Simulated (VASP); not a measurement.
Set up this calculation in VASP 6.6.1, as the native input.

* Task: relaxation of cell and atoms
* Functional: PBE
* Potentials or basis: VASP PAW PBE potentials, release 64 (Cr_pv, Co)
* Cutoff: 600 eV
* k mesh: 14 × 14 × 14
* Occupations: gaussian, width 0.1 eV
* Spin: no spin polarisation
* Dipole correction: no
* Further INCAR settings: ALGO = Fast; EDIFF = 1e-07; IBRION = 2; EDIFFG = -0.01; NSW = 100; ISIF = 3

The structure of Cr3Co lies in POSCAR:

```
Cr3Co
1.0
    3.5649514268      0.0000000000      0.0000000000
    0.0000000000      3.5649514268      0.0000000000
    0.0000000000      0.0000000000      3.5649514268
Cr Co
3 1
Direct
    0.0000000000      0.5000000000      0.5000000000
    0.5000000000      0.0000000000      0.5000000000
    0.5000000000      0.5000000000      0.0000000000
    0.0000000000      0.0000000000      0.0000000000
```

These files were run (other wordings do the same):

INCAR

```
PREC = Accurate
ENCUT = 600
EDIFF = 1E-7
ISMEAR = 0
SIGMA = 0.1
LREAL = False
LASPH = True
NELM = 60
ALGO = Fast
ISIF = 3
LWAVE = False
LCHARG = False
GGA = PE
IBRION = 2
NSW = 100
EDIFFG = -0.01
```

KPOINTS

```
regular mesh
0
Gamma
  14 14 14
```

Potentials or basis: VASP PAW PBE potentials, release 64 (Cr_pv, Co).

Run with:

```bash
$ cat potpaw_PBE.64/Cr_pv/POTCAR potpaw_PBE.64/Co/POTCAR > POTCAR
$ mpirun -np 1 vasp_std > vasp.out
```

Results of the run:

```yaml
Relaxed_volume: 11.30 Å³/atom
Relaxed_cell: a = 3.563 Å, b = 3.563 Å, c = 3.563 Å, α = 90.00°, β = 90.00°, γ = 90.00°
Space_group_after_relaxing_to_0.1_Å: Pm-3m (No. 221)
Energy_gained_by_relaxing: 0.0 meV/atom
Ionic_steps: 3
Pressure_after_relaxing: 0.0 GPa
Band_gap_on_the_k_mesh: zero (an odd number of electrons rules out a gap without spin polarisation)
```

Caveat: the run has no spin polarisation, though such a crystal can be magnetic.

Wall time 3.5 min on 1 thread of Intel(R) Xeon(R) 6975P-C (Granite Rapids), on a shared host, peak memory 0.28 GiB.
